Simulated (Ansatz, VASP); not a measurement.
# Two plane-wave programs on GaAs

```
CELL_PARAMETERS angstrom
0.00000 2.77642 2.77642
2.77642 0.00000 2.77642
2.77642 2.77642 0.00000
ATOMIC_POSITIONS crystal
Ga 0.00000 0.00000 0.00000
As 0.25000 0.25000 0.25000
```

Change from the starting cell: hydrostatic strain -2.0%.

Alike in both runs: task single point; functional PBE; k mesh 8 × 8 × 8; occupations fermi-dirac, width 0.02 eV; no spin polarisation.

```csv
,VASP,Ansatz
version,VASP 6.6.1,Ansatz 0.2.0
potentials or method,"VASP PAW PBE potentials, release 64 (Ga_d, As)","plane waves, PAW"
plane-wave cutoff (eV),520,420
valence electrons in the cell,18,28
```

|  | VASP | Ansatz | Ansatz less VASP |
| --- | --- | --- | --- |
| gap on the k mesh at the Fermi level (eV) | 0.94 | 0.93 | -0.007 |
| pressure (GPa) | 8.1 | 7.9 | -0.23 |

VASP's potentials hold 18 valence electrons a cell and Ansatz's 28, so a difference there can come from the potentials and not from the codes.
